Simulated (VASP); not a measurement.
# Sn in VASP: a series of runs

Sn is run at these levels: PBE; tasks: single point.

Program: VASP 6.6.1. These are calculated values, not measurements. Logs are shortened: lines on timing, memory, paths and dates and some standing lists are left out, and cuts for length are marked.

## Step 1: The cell of the first run

The cell holds a slab with vacuum, 4 atoms: a = 4.706 Å, b = 4.706 Å, c = 20.992 Å, α = 90.00°, β = 90.00°, γ = 90.00°.

## Step 2: Single point, PBE

File INCAR:

```
ALGO = Normal
DIPOL = 0.5 0.5 0.500
EDIFF = 1E-6
ENCUT = 400
GGA = PE
GGA_COMPAT = F
IDIPOL = 3
ISIF = 2
ISMEAR = -1
LASPH = T
LCHARG = F
LDIPOL = T
LREAL = F
LWAVE = F
NBANDS = 36
NELM = 120
NELMDL = -8
PREC = Accurate
SIGMA = 0.02
```

File KPOINTS:

```
k-points
0
Gamma
  7 7 1
```

File POSCAR:

```
Sn
1.0
    4.7064645918      0.0000000000      0.0000000000
    0.0000000000      4.7064645918      0.0000000000
    0.0000000000      0.0000000000     20.9920000000
Sn
4
Direct
    0.0000000000      0.2500000000      0.3807470336
    0.5000000000      0.2500000000      0.4590339912
    0.5000000000      0.7500000000      0.5409660077
    0.0000000000      0.7500000000      0.6192529676
```

Potentials or basis: VASP PAW PBE potentials, release 64 (Sn_d).

The run is started by

```
$ cat potpaw_PBE.64/Sn_d/POTCAR > POTCAR
$ mpirun -np 1 vasp_std > vasp.out
```

OUTCAR:

```text
EDIFF = 1E-6
   ENCUT = 400
   GGA = PE
   ISIF = 2
   ISMEAR = -1
   LASPH = T
   LREAL = F
   NELM = 120
   NELMDL = -8
   PREC = Accurate

 ion  position               nearest neighbor table
   1  0.000  0.250  0.381-   2 2.87   2 2.87
   2  0.500  0.250  0.459-   1 2.87   1 2.87   3 2.91   3 2.91
   3  0.500  0.750  0.541-   4 2.87   4 2.87   2 2.91   2 2.91
   4  0.000  0.750  0.619-   3 2.87   3 2.87

  LATTYP: Found a simple tetragonal cell.
 ALAT       =     4.7064645918
 C/A-ratio  =     4.4602481524

  Lattice vectors:

 A1 = (   4.7064645918,   0.0000000000,   0.0000000000)
 A2 = (   0.0000000000,   4.7064645918,   0.0000000000)
 A3 = (   0.0000000000,   0.0000000000,  20.9920000000)

Analysis of symmetry for initial positions (statically):
=====================================================================
 Subroutine PRICEL returns:
 Original cell was already a primitive cell.

 Routine SETGRP: Setting up the symmetry group for a
 simple tetragonal supercell.

 Subroutine GETGRP returns: Found  8 space group operations
 (whereof  4 operations were pure point group operations)
 out of a pool of 16 trial point group operations.

The static configuration has the point symmetry C_2h.
 The point group associated with its full space group is D_2h.

Analysis of symmetry for dynamics (positions and initial velocities):
=====================================================================
 Subroutine PRICEL returns:
 Original cell was already a primitive cell.

 Routine SETGRP: Setting up the symmetry group for a
 simple tetragonal supercell.

 Subroutine GETGRP returns: Found  8 space group operations
 (whereof  4 operations were pure point group operations)
 out of a pool of 16 trial point group operations.

The dynamic configuration has the point symmetry C_2h.
 The point group associated with its full space group is D_2h.

 Subroutine INISYM returns: Found  8 space group operations
 (whereof  4 operations are pure point group operations),
 and found     1 'primitive' translations

----------------------------------------------------------------------------------------

                                     Primitive cell

  volume of cell :     464.9898

  direct lattice vectors                    reciprocal lattice vectors
     4.706464592  0.000000000  0.000000000     0.212473712  0.000000000  0.000000000
     0.000000000  4.706464592  0.000000000     0.000000000  0.212473712  0.000000000
     0.000000000  0.000000000 20.992000000     0.000000000  0.000000000  0.047637195

  length of vectors
     4.706464592  4.706464592 20.992000000     0.212473712  0.212473712  0.047637195

  position of ions in fractional coordinates (direct lattice)
     0.000000000  0.250000000  0.380747034
     0.500000000  0.250000000  0.459033991
     0.500000000  0.750000000  0.540966008
     0.000000000  0.750000000  0.619252968

  ion indices of the primitive-cell ions
   primitive index   ion index
                 1           1
                 2           2
                 3           3
                 4           4

----------------------------------------------------------------------------------------

 KPOINTS: k-points

Automatic generation of k-mesh.
 Grid dimensions read from file:
 generate k-points for:    7    7    1

 Generating k-lattice:

  Cartesian coordinates                     Fractional coordinates (reciprocal lattice)
     0.030353387  0.000000000  0.000000000     0.142857143  0.000000000  0.000000000
     0.000000000  0.030353387  0.000000000     0.000000000  0.142857143  0.000000000
     0.000000000  0.000000000  0.047637195     0.000000000  0.000000000  1.000000000

  Length of vectors
     0.030353387  0.030353387  0.047637195

  Shift w.r.t. Gamma in fractional coordinates (k-lattice)
     0.000000000  0.000000000  0.000000000

 Subroutine IBZKPT returns following result:
 ===========================================

 Found     16 irreducible k-points:

 Following reciprocal coordinates:
            Coordinates               Weight
  0.000000  0.000000  0.000000      1.000000
  0.142857  0.000000  0.000000      2.000000
  0.000000  0.142857  0.000000      2.000000
  0.285714  0.000000  0.000000      2.000000
  0.000000  0.285714  0.000000      2.000000
  0.428571  0.000000  0.000000      2.000000
[... 8 lines left out ...]
 -0.285714  0.428571  0.000000      4.000000
  0.428571  0.428571  0.000000      4.000000
   k-points           NKPTS =     16   k-points in BZ     NKDIM =     16   number of bands    NBANDS=     36
   number of dos      NEDOS =    301   number of ions     NIONS =      4
   total plane-waves  NPLWV = 143360
   dimension x,y,z NGX =    32 NGY =   32 NGZ =  140
   dimension x,y,z NGXF=    64 NGYF=   64 NGZF=  280
   ions per type =               4
   NGX,Y,Z   is equivalent  to a cutoff of  11.30, 11.30, 11.09 a.u.
   NGXF,Y,Z  is equivalent  to a cutoff of  22.61, 22.61, 22.17 a.u.
 SYSTEM =  unknown system
   PREC   = accura    normal or accurate (medium, high low for compatibility)
   ISTART =      0    job   : 0-new  1-cont  2-samecut
   ICHARG =      2    charge: 1-file 2-atom 10-const
   ISPIN  =      1    spin polarized calculation?
   LNONCOLLINEAR =      F non collinear calculations
   LSORBIT =      F    spin-orbit coupling
   LASPH  =      T    aspherical Exc in radial PAW
   ENCUT  =  400.0 eV  29.40 Ry    5.42 a.u.   7.68  7.68 34.23*2*pi/ulx,y,z
   NELM   =    120;   NELMIN=  2; NELMDL= -8     # of ELM steps
   EDIFF  = 0.1E-05   stopping-criterion for ELM
   LREAL  =      F    real-space projection
   EDIFFG = 0.1E-04   stopping-criterion for IOM
   NSW    =      0    number of steps for IOM
   IBRION =     -1    ionic relax: 0-MD 1-quasi-New 2-CG
   NFREE  =      0    steps in history (QN), initial steepest desc. (CG)
   ISIF   =      2    stress and relaxation
   ISYM   =      2    0-nonsym 1-usesym 2-fastsym
   POTIM  = 0.5000    time-step for ionic-motion
   TEBEG  =    0.0;   TEEND  =   0.0 temperature during run
   PSTRESS=    0.0 pullay stress
   NELECT =      56.0000    total number of electrons
   NUPDOWN=      -1.0000    fix difference up-down
   EMIN   =  10.00;   EMAX   =-10.00  energy-range for DOS
   EFERMI =   0.00;   METHOD = LEGACY
   ISMEAR =    -1;   SIGMA  =   0.02  broadening in eV -4-tet -1-fermi 0-gaus
   EFERMI_NEDOS =   21; number of points for ismear=-14 and -15
   IALGO  =     38    algorithm
   IMIX   =      4    mixing-type and parameters
     AMIX     =   0.40;   BMIX     =  1.00
     AMIX_MAG =   1.60;   BMIX_MAG =  1.00
  volume/ion in A,a.u.               =     116.25       784.48
  Fermi-wavevector in a.u.,A,eV,Ry     =   0.808456  1.527760  8.892782  0.653601
  Thomas-Fermi vector in A             =   1.917265
   LORBIT       =      0    0 simple, 1 ext, 2 COOP (PROOUT), +10 PAW based schemes
   GGA     = PE    functional components
   LHFCALC =     F    Hartree Fock is set to
   AEXX    =    0.0000 exact exchange contribution
   IVDW    =     0    specifies the selected vdW correction
   LEPSILON=     F    determine dielectric tensor
   LRPA    =     F    only Hartree local field effects (RPA)
 non-spin polarized calculation
  energy-cutoff  :      400.00
  volume of cell :      464.99
 maximum number of plane-waves:      8472
 NGX is ok and might be reduce to    32
   NGX = 15   NGY = 15   NGZ = 69

 dipolmoment           0.000000      0.000000     -0.000000 electrons x Angstroem

 number of electron      55.9999962 magnetization

 dipolmoment           0.000000      0.000000      0.000000 electrons x Angstroem

 Free energy of the ion-electron system (eV)
  ---------------------------------------------------
  ext. energy  EPLUGINS =         0.00000000
  ---------------------------------------------------
  free energy    TOTEN  =       -13.11409806 eV

  energy without entropy =      -13.10823785  energy(sigma->0) =      -13.11116795

 E-fermi :  -1.5805     XC(G=0):  -3.4938

 val. band max:       -1.5890139798   @ k =  -0.2857   0.4286   0.0000
 cond. band min:      -1.5121011554   @ k =   0.4286   0.4286   0.0000
 fundamental gap:      0.0769128244
 Fermi energy:        -1.5804653190

 k-point     1 :       0.0000    0.0000    0.0000
  band No.  band energies     occupation
      1     -22.8940      2.00000
      2     -22.8899      2.00000
      3     -22.8262      2.00000
      4     -22.8211      2.00000
      5     -22.8206      2.00000
      6     -22.8204      2.00000
[... 28 lines left out ...]
     35       2.4862      0.00000
     36       2.7695      0.00000

 k-point     2 :       0.1429    0.0000    0.0000
  band No.  band energies     occupation
      1     -22.8963      2.00000
      2     -22.8927      2.00000
      3     -22.8272      2.00000
      4     -22.8238      2.00000
      5     -22.8222      2.00000
      6     -22.8219      2.00000
[... 28 lines left out ...]
     35       2.7987      0.00000
     36       2.8303      0.00000

 k-point     3 :       0.0000    0.1429    0.0000
  band No.  band energies     occupation
      1     -22.8934      2.00000
      2     -22.8902      2.00000
      3     -22.8258      2.00000
      4     -22.8216      2.00000
      5     -22.8211      2.00000
      6     -22.8207      2.00000
[... 28 lines left out ...]
     35       2.5808      0.00000
     36       2.9180      0.00000
[... 430 lines left out ...]
 k-point    15 :      -0.2857    0.4286    0.0000
  band No.  band energies     occupation
      1     -22.8983      2.00000
      2     -22.8977      2.00000
      3     -22.8284      2.00000
      4     -22.8273      2.00000
      5     -22.8251      2.00000
      6     -22.8218      2.00000
[... 28 lines left out ...]
     35       3.3040      0.00000
     36       3.5583      0.00000

 k-point    16 :       0.4286    0.4286    0.0000
  band No.  band energies     occupation
      1     -22.9022      2.00000
      2     -22.9012      2.00000
      3     -22.8299      2.00000
      4     -22.8283      2.00000
      5     -22.8276      2.00000
      6     -22.8245      2.00000
[... 28 lines left out ...]
     35       3.4365      0.00000
     36       3.8166      0.00000

------------------------ aborting loop because EDIFF is reached ----------------------------------------

 vacuum level on the upper side and lower side of the slab       (xc-potential included)        -0.107        -0.107

  FORCE on cell =-STRESS in cart. coord.  units (eV):
  Direction    XX          YY          ZZ          XY          YZ          ZX
  --------------------------------------------------------------------------------------
  -------------------------------------------------------------------------------------
  Total       -0.3860672     -1.4856804     -0.0808274      0.0000000     -0.0000000      0.0000000
  in kB       -1.3302403     -5.1190877     -0.2785005      0.0000000     -0.0000000      0.0000000
  external PRESSURE =      -2.2426095 kB  Pullay stress =       0.0000000 kB

 VOLUME and BASIS-vectors are now :
 -----------------------------------------------------------------------------
  energy-cutoff  :      400.00
  volume of cell :      464.99
      direct lattice vectors                 reciprocal lattice vectors
     4.706464592  0.000000000  0.000000000     0.212473712  0.000000000  0.000000000
     0.000000000  4.706464592  0.000000000     0.000000000  0.212473712  0.000000000
     0.000000000  0.000000000 20.992000000     0.000000000  0.000000000  0.047637195

 POSITION                                       TOTAL-FORCE (eV/Angst)
 -----------------------------------------------------------------------------------
      0.00000      1.17662      7.99264        -0.000000     -0.000000      0.002437
      2.35323      1.17662      9.63604        -0.000000      0.000000     -0.000390
      2.35323      3.52985     11.35596        -0.000000     -0.000000      0.000390
      0.00000      3.52985     12.99936         0.000000      0.000000     -0.002437
 -----------------------------------------------------------------------------------
    total drift:                                0.000000      0.000000      0.000024

  FREE ENERGIE OF THE ION-ELECTRON SYSTEM (eV)
  ---------------------------------------------------
  free  energy   TOTEN  =       -13.1140980577 eV

  energy  without entropy=      -13.1082378522  energy(sigma->0) =      -13.11116795

 vacuum level on the upper side and lower side of the slab         2.807         2.807
```

Wall time 3.8 min (1 thread of Oxide Virtual Turin-like, shared host); peak memory 0.4 GiB.

What came out:

- Free energy: -13.1141 eV
- Band gap on the k mesh: zero (bands 28 and 29 overlap by 0.61 eV)

Forces on the atoms (eV/Å):
```
Sn   0.000  0.000  0.002
Sn   0.000  0.000  0.000
Sn   0.000  0.000  0.000
Sn   0.000  0.000 -0.002
```

Caveat: spin-orbit coupling is left out, which moves the levels of the heavy elements.

(Part 1 of 2 ends here.)

The gap in the log of VASP goes by the Fermi energy; the results here count the filled bands.